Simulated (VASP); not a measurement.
# Sb (P-1) in VASP: settings compared, part 2 of 2

VASP 6.6.1. Earlier steps stand in the parts before.

### 3 Single point, PBE

The input, INCAR:

```
SYSTEM = Sb
ALGO     = Normal         ! electronic algorithm
EDIFF    = 1E-7           ! SCF threshold, eV
ENCUT    = 520            ! plane-wave cutoff, eV
GGA      = PE             ! functional
ISIF     = 2              ! what is computed and relaxed
ISMEAR   = -1             ! smearing method
LASPH    = .True.         ! aspherical terms in the spheres
LCHARG   = .False.        ! write CHGCAR
LREAL    = .False.        ! projectors in reciprocal space
LWAVE    = .False.        ! write WAVECAR
NBANDS   = 12             ! bands
NELM     = 100            ! most SCF steps
PREC     = Accurate       ! precision mode
SIGMA    = 0.05           ! smearing width, eV
```

The input, KPOINTS:

```
k-points
0
Gamma
  9 9 5
  0 0 0
```

The input, POSCAR:

```
Sb
1.0
    0.0000000000     -2.3712425200     -2.3712425200
   -2.3712425200      0.0000000000     -2.3712425200
    2.3712425200      2.3712425200     -4.7424850400
Sb
2
Direct
    0.4898204400      0.4577360300      0.5601456900
    0.0101795600      0.0422639700      0.9398543100
```

Potentials or basis: VASP PAW PBE potentials, release 64 (Sb).

Command:

```sh
cat potpaw_PBE.64/Sb/POTCAR > POTCAR
mpirun -np 1 vasp_std > vasp.out
```

OUTCAR:

```text
SYSTEM = Sb
   EDIFF = 1E-7
   ENCUT = 520
   GGA = PE
   ISIF = 2
   ISMEAR = -1
   LASPH = .True.
   LREAL = .False.
   NELM = 100
   PREC = Accurate

 ion  position               nearest neighbor table
   1  0.490  0.458  0.560-   2 2.79   2 2.80   2 2.93
   2  0.010  0.042  0.940-   1 2.79   1 2.80   1 2.93

  LATTYP: Found a trigonal (rhomboedric) cell.
 ALAT       =     5.8083342304
 COS(alpha) =     0.8333333333

  Lattice vectors:

 A1 = (   2.3712425200,   4.7424850400,  -2.3712425200)
 A2 = (   4.7424850400,   2.3712425200,  -2.3712425200)
 A3 = (   2.3712425200,   2.3712425200,  -4.7424850400)

Analysis of symmetry for initial positions (statically):
=====================================================================
 Subroutine PRICEL returns:
 Original cell was already a primitive cell.

 Routine SETGRP: Setting up the symmetry group for a
 trigonal (rhombohedral) supercell.

 Subroutine GETGRP returns: Found  2 space group operations
 (whereof  1 operations were pure point group operations)
 out of a pool of 12 trial point group operations.

The static configuration has the point symmetry C_1 .
 The point group associated with its full space group is S_2 .

Analysis of symmetry for dynamics (positions and initial velocities):
=====================================================================
 Subroutine PRICEL returns:
 Original cell was already a primitive cell.

 Routine SETGRP: Setting up the symmetry group for a
 trigonal (rhombohedral) supercell.

 Subroutine GETGRP returns: Found  2 space group operations
 (whereof  1 operations were pure point group operations)
 out of a pool of 12 trial point group operations.

The dynamic configuration has the point symmetry C_1 .
 The point group associated with its full space group is S_2 .

 Subroutine INISYM returns: Found  2 space group operations
 (whereof  1 operations are pure point group operations),
 and found     1 'primitive' translations

----------------------------------------------------------------------------------------

                                     Primitive cell

  volume of cell :      53.3320

  direct lattice vectors                    reciprocal lattice vectors
     0.000000000 -2.371242520 -2.371242520     0.105429958 -0.316289875 -0.105429958
    -2.371242520  0.000000000 -2.371242520    -0.316289875  0.105429958 -0.105429958
     2.371242520  2.371242520 -4.742485040     0.105429958  0.105429958 -0.105429958

  length of vectors
     3.353443331  3.353443331  5.808334230     0.349671613  0.349671613  0.182610044

  position of ions in fractional coordinates (direct lattice)
     0.489820440  0.457736030  0.560145690
     0.010179560  0.042263970  0.939854310

  ion indices of the primitive-cell ions
   primitive index   ion index
                 1           1
                 2           2

----------------------------------------------------------------------------------------

 KPOINTS: k-points

Automatic generation of k-mesh.
 Grid dimensions read from file:
[... 48 lines left out ...]
  0.444444  0.000000  0.000000      2.000000
  0.000000  0.111111  0.000000      2.000000
[... 16 lines left out ...]
 -0.111111  0.222222 -0.000000      2.000000
  0.000000  0.333333  0.000000      2.000000
 [... further k-points ...]
   k-points           NKPTS =    203   k-points in BZ     NKDIM =    203   number of bands    NBANDS=     12
   number of dos      NEDOS =    301   number of ions     NIONS =      2
   total plane-waves  NPLWV =  37632
   dimension x,y,z NGX =    28 NGY =   28 NGZ =   48
   dimension x,y,z NGXF=    56 NGYF=   56 NGZF=   96
   ions per type =               2
   NGX,Y,Z   is equivalent  to a cutoff of  13.88, 13.88, 13.74 a.u.
   NGXF,Y,Z  is equivalent  to a cutoff of  27.76, 27.76, 27.48 a.u.
 SYSTEM =  Sb
   PREC   = accura    normal or accurate (medium, high low for compatibility)
   ISTART =      0    job   : 0-new  1-cont  2-samecut
   ICHARG =      2    charge: 1-file 2-atom 10-const
   ISPIN  =      1    spin polarized calculation?
   LNONCOLLINEAR =      F non collinear calculations
   LSORBIT =      F    spin-orbit coupling
   LASPH  =      T    aspherical Exc in radial PAW
   ENCUT  =  520.0 eV  38.22 Ry    6.18 a.u.   6.24  6.24 10.80*2*pi/ulx,y,z
   NELM   =    100;   NELMIN=  2; NELMDL= -5     # of ELM steps
   EDIFF  = 0.1E-06   stopping-criterion for ELM
   LREAL  =      F    real-space projection
   EDIFFG = 0.1E-05   stopping-criterion for IOM
   NSW    =      0    number of steps for IOM
   IBRION =     -1    ionic relax: 0-MD 1-quasi-New 2-CG
   NFREE  =      0    steps in history (QN), initial steepest desc. (CG)
   ISIF   =      2    stress and relaxation
   ISYM   =      2    0-nonsym 1-usesym 2-fastsym
   POTIM  = 0.5000    time-step for ionic-motion
   TEBEG  =    0.0;   TEEND  =   0.0 temperature during run
   PSTRESS=    0.0 pullay stress
   NELECT =      10.0000    total number of electrons
   NUPDOWN=      -1.0000    fix difference up-down
   EMIN   =  10.00;   EMAX   =-10.00  energy-range for DOS
   EFERMI =   0.00;   METHOD = LEGACY
   ISMEAR =    -1;   SIGMA  =   0.05  broadening in eV -4-tet -1-fermi 0-gaus
   EFERMI_NEDOS =   21; number of points for ismear=-14 and -15
   IALGO  =     38    algorithm
   IMIX   =      4    mixing-type and parameters
     AMIX     =   0.40;   BMIX     =  1.00
     AMIX_MAG =   1.60;   BMIX_MAG =  1.00
  volume/ion in A,a.u.               =      26.67       179.95
  Fermi-wavevector in a.u.,A,eV,Ry     =   0.937013  1.770697 11.945820  0.877993
  Thomas-Fermi vector in A             =   2.064081
   LORBIT       =      0    0 simple, 1 ext, 2 COOP (PROOUT), +10 PAW based schemes
   GGA     = PE    functional components
   LHFCALC =     F    Hartree Fock is set to
   AEXX    =    0.0000 exact exchange contribution
   IVDW    =     0    specifies the selected vdW correction
   LEPSILON=     F    determine dielectric tensor
   LRPA    =     F    only Hartree local field effects (RPA)
 non-spin polarized calculation
  energy-cutoff  :      520.00
  volume of cell :       53.33
 maximum number of plane-waves:      1460
 NGX is ok and might be reduce to    28
   NGX = 13   NGY = 13   NGZ = 21

 number of electron      10.0000000 magnetization

 Free energy of the ion-electron system (eV)
  ---------------------------------------------------
  ext. energy  EPLUGINS =         0.00000000
  ---------------------------------------------------
  free energy    TOTEN  =        -7.26560966 eV

  energy without entropy =       -7.25551476  energy(sigma->0) =       -7.26056221

 E-fermi :   8.7049     XC(G=0): -10.0931

 val. band max:        8.7041085182   @ k =   0.0000   0.3333   0.2000
 cond. band min:       8.7084587161   @ k =   0.3333   0.0000   0.4000
 fundamental gap:      0.0043501979
 Fermi energy:         8.7048586341

 k-point     1 :       0.0000    0.0000    0.0000
  band No.  band energies     occupation
      1      -5.3959      2.00000
      2      -0.1183      2.00000
      3       3.4117      2.00000
      4      11.2175      0.00000
      5      11.6791      0.00000
      6      13.4775      0.00000
      7      14.0649      0.00000
      8      14.6835      0.00000
      9      16.3727      0.00000
     10      17.2248      0.00000
     11      17.5708      0.00000
     12      17.9845      0.00000
[... 331 lines left out ...]
 k-point    24 :       0.0000    0.3333    0.0000
  band No.  band energies     occupation
      1      -3.4081      2.00000
      2       1.0657      2.00000
      3       4.2065      2.00000
      4       5.6505      2.00000
      5       8.0012      2.00000
      6       8.8529      0.09849
      7      11.5118      0.00000
      8      12.3167      0.00000
      9      13.5763      0.00000
     10      16.1630      0.00000
     11      18.0360      0.00000
     12      20.5179      0.00000

 [... further k-points ...]

------------------------ aborting loop because EDIFF is reached ----------------------------------------

  FORCE on cell =-STRESS in cart. coord.  units (eV):
  Direction    XX          YY          ZZ          XY          YZ          ZX
  --------------------------------------------------------------------------------------
  -------------------------------------------------------------------------------------
  Total        4.4930901      4.3167407      4.3546418      0.2895091      0.6670450     -0.2160455
  in kB      134.9794949    129.6816813    130.8202881      8.6973102     20.0390800     -6.4903473
  external PRESSURE =     131.8271548 kB  Pullay stress =       0.0000000 kB

 VOLUME and BASIS-vectors are now :
 -----------------------------------------------------------------------------
  energy-cutoff  :      520.00
  volume of cell :       53.33
      direct lattice vectors                 reciprocal lattice vectors
     0.000000000 -2.371242520 -2.371242520     0.105429958 -0.316289875 -0.105429958
    -2.371242520  0.000000000 -2.371242520    -0.316289875  0.105429958 -0.105429958
     2.371242520  2.371242520 -4.742485040     0.105429958  0.105429958 -0.105429958

 POSITION                                       TOTAL-FORCE (eV/Angst)
 -----------------------------------------------------------------------------------
      0.24284      0.16676     -4.90337        -1.365478     -1.051629      1.035268
      2.12840      2.20448     -4.58160         1.365478      1.051629     -1.035268
 -----------------------------------------------------------------------------------
    total drift:                               -0.000000     -0.000000      0.000000

  FREE ENERGIE OF THE ION-ELECTRON SYSTEM (eV)
  ---------------------------------------------------
  free  energy   TOTEN  =        -7.2656096628 eV

  energy  without entropy=       -7.2555147646  energy(sigma->0) =       -7.26056221
```

Wall time 88 s (1 thread of Intel Xeon Platinum 8259CL at 2.50GHz (Skylake/Cascade Lake), shared host); peak memory 0.26 GiB.

Results:

| Property | Result |
| --- | --- |
| Free energy | -7.2656 eV |
| Pressure | 13.2 GPa |
| Largest force | 2.011 eV/Å |
| Band gap on the k mesh | zero (band 5 reaches 11.73 eV, above the bottom of band 6 at 7.33 eV) |

Forces on the atoms (eV/Å):
```
Sb  -1.365 -1.052  1.035
Sb   1.365  1.052 -1.035
```

Stress tensor (GPa, compression positive):
```
13.50  0.87 -0.65
 0.87 12.97  2.00
-0.65  2.00 13.08
```

Levels at points of the mesh, in eV from the Fermi level:
```tsv
k point	band 3	band 4	band 5	band 6	band 7	band 8
(0.00, 0.00, 0.00)	-5.29	2.51	2.97	4.77	5.36	5.98
```

Caveat: spin-orbit coupling is left out, which moves the levels of the heavy elements; forces of over 1 eV/Å act on the atoms, so gaps and moduli don't describe the material at rest.

### 4 Single point, PBEsol

The input, INCAR:

```
SYSTEM = Sb
PREC     = Accurate       ! precision mode
ENCUT    = 520            ! plane-wave cutoff, eV
EDIFF    = 1E-6           ! SCF threshold, eV
ISMEAR   = -1             ! smearing method
SIGMA    = 0.05           ! smearing width, eV
LREAL    = .FALSE.        ! projectors in reciprocal space
LASPH    = .TRUE.         ! aspherical terms in the spheres
NELM     = 100            ! most SCF steps
ALGO     = Normal         ! electronic algorithm
ISIF     = 2              ! what is computed and relaxed
LWAVE    = .FALSE.        ! write WAVECAR
LCHARG   = .TRUE.         ! write CHGCAR
GGA      = PS             ! functional
LELF     = .TRUE.         ! ELF
LVHAR    = .TRUE.       
NBANDS   = 12             ! bands
```

The input, KPOINTS:

```
Automatic mesh
0
G
  9 9 5
  0 0 0
```

POSCAR is that of step 3.

Command:

```sh
cat potpaw_PBE.64/Sb/POTCAR > POTCAR
mpirun -np 1 vasp_std > vasp.out
```

Wall time 79 s (1 thread of Intel Xeon Platinum 8259CL at 2.50GHz (Skylake/Cascade Lake), shared host); peak memory 0.26 GiB.

Results (log left out):

- Free energy: -8.2693 eV
- Pressure: 10.1 GPa
- Largest force: 1.857 eV/Å
- Band gap on the k mesh: zero (band 5 reaches 11.58 eV, above the bottom of band 6 at 7.17 eV)

Forces in eV/Å, atoms in the order of the input:
```
Sb  -1.271 -0.965  0.949
Sb   1.271  0.965 -0.949
```

Stress tensor (GPa, compression positive):
```
10.41  0.95 -0.73
 0.95  9.87  1.86
-0.73  1.86  9.96
```

Levels at points of the mesh, in eV from the Fermi level:
```
           k point  band 1  band 2  band 3  band 4  band 5  band 6  band 7  band 8  band 9  band 10
(0.00, 0.00, 0.00)  -14.11   -8.82   -5.30    2.52    2.98    4.78    5.37    5.96    7.71     8.51
```

Caveat: the PAW data sets were made with another functional, which shifts forces and pressure a little; spin-orbit coupling is left out, which moves the levels of the heavy elements.

### 5 Overview

| level | potentials or basis | gap on the mesh (eV) | pressure (GPa) | largest force (eV/Å) |
| --- | --- | --- | --- | --- |
| LDA | VASP PAW LDA potentials, release 64 (Sb) | none | 8.8 | 1.67 |
| PBE | VASP PAW PBE potentials, release 64 (Sb) | none | 13.2 | 2.01 |
| PBEsol | VASP PAW PBE potentials, release 64 (Sb) | none | 10.1 | 1.86 |

Alike in all rows: task single point; no spin polarisation; cell as given; k mesh 9 × 9 × 5; cutoff (eV) 520; smearing fermi-dirac 0.05 eV.

Caveats: spin-orbit coupling is left out, which moves the levels of the heavy elements; forces of over 1 eV/Å act on the atoms, so gaps and moduli don't describe the material at rest (some runs); the PAW data sets were made with another functional, which shifts forces and pressure a little (some runs).

Total energies depend on the potentials used, so only differences within one code and one set of settings carry meaning.
